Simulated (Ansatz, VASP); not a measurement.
# Co: VASP beside Ansatz

```
Co
1.0
     2.47240    0.00000    0.00000
    -1.23620    2.14116    0.00000
     0.00000    0.00000    4.01631
Co
2
Direct
  0.33333 0.66667 0.25000
  0.66667 0.33333 0.75000
```

Alike in both runs: task single point; functional r2SCAN; k mesh 20 × 20 × 12; occupations gaussian, width 0.05 eV; collinear spin.

|  | VASP | Ansatz |
| --- | --- | --- |
| version | VASP 6.6.1 | Ansatz 0.2.0 |
| potentials or method | VASP PAW PBE potentials, release 64 (Co), cutoff 520 eV | scalar-relativistic, plane waves, PAW |
| valence electrons in the cell | 18 | 34 |

```tsv
	VASP	Ansatz	Ansatz less VASP
gap on the k mesh at the Fermi level (eV)	none	none	-
pressure (GPa)	0.0	0.0	+0.03
traceless stress, the component that is largest in VASP (GPa)	-0.18	-0.09	+0.091
net moment per atom (μB)	1.75	1.76	+0.007
size of the moment on the site where the two differ most (μB)	1.81	1.89	+0.083
```

VASP's potentials were made for PBE, not for r2SCAN. Site moments also hang on the region over which each program counts them. A gap of «none» marks a metal or a gap that the smearing closes. The functional is the same, so the differences come from potentials, cutoffs and numerics. VASP's potentials hold 18 valence electrons a cell and Ansatz's 34, so a difference there can come from the potentials and not from the codes. Ansatz's warnings: stability check not made.
